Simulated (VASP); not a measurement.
Set up this calculation in VASP 6.6.1, as the native input.

```
Task                   : single point
Functional             : r2SCAN
Potentials or basis    : VASP PAW PBE potentials, release 64 (Na_pv, Cd, I)
Cutoff                 : 520 eV
k mesh                 : 4 × 4 × 4
Occupations            : fermi-dirac, width 0.02 eV
Spin                   : no spin polarisation
Dipole correction      : no
Further INCAR settings : ALGO = Normal; EDIFF = 1e-06; NBANDS = 28
```

NaCdI3:

```
CELL_PARAMETERS angstrom
5.91835 0.00000 0.00000
0.00000 5.91835 0.00000
0.00000 0.00000 5.91835
ATOMIC_POSITIONS crystal
Na 0.00000 0.00000 0.00000
Cd 0.50000 0.50000 0.50000
I 0.50000 0.50000 0.00000
I 0.50000 0.00000 0.50000
I 0.00000 0.50000 0.50000
```

These files were run (other wordings do the same):

POSCAR

```
NaCdI3
1.0
    5.9183503082      0.0000000000      0.0000000000
    0.0000000000      5.9183503082      0.0000000000
    0.0000000000      0.0000000000      5.9183503082
Na Cd I
1 1 3
Direct
    0.0000000000      0.0000000000      0.0000000000
    0.5000000000      0.5000000000      0.5000000000
    0.5000000000      0.5000000000      0.0000000000
    0.5000000000      0.0000000000      0.5000000000
    0.0000000000      0.5000000000      0.5000000000
```

INCAR.step1

```
PREC = Accurate
ENCUT = 520
ISMEAR = -1
SIGMA = 0.02
LREAL = False
LASPH = True
NELM = 80
NBANDS = 28
GGA = PE
ALGO = Normal
EDIFF = 1E-4
LWAVE = True
LCHARG = False
```

INCAR.step2

```
PREC = Accurate
ENCUT = 520
EDIFF = 1E-6
ISMEAR = -1
SIGMA = 0.02
LREAL = False
LASPH = True
NELM = 80
ALGO = Normal
ISIF = 2
LWAVE = False
LCHARG = False
METAGGA = R2SCAN
LMIXTAU = True
NBANDS = 28
ISTART = 1
```

KPOINTS

```
regular mesh
0
Gamma
  4 4 4
```

Potentials or basis: VASP PAW PBE potentials, release 64 (Na_pv, Cd, I).

The run is started by

```bash
$ cat potpaw_PBE.64/Na_pv/POTCAR potpaw_PBE.64/Cd/POTCAR potpaw_PBE.64/I/POTCAR > POTCAR
$ cp INCAR.step1 INCAR
$ mpirun -np 1 vasp_std > vasp.out
$ cp INCAR.step2 INCAR
$ mpirun -np 1 vasp_std > vasp.out
```

Results of the run:

The pressure is 0.1 GPa and the band gap on the k mesh is 0.16 eV (least direct gap 0.71 eV).

Caveat: the PAW data sets were made with another functional, which shifts forces and pressure a little; spin-orbit coupling is left out, which moves the levels of the heavy elements.

Wall time 2.7 min on 1 thread of AMD EPYC 9R45 (Zen 5), on a shared host, peak memory 0.36 GiB.
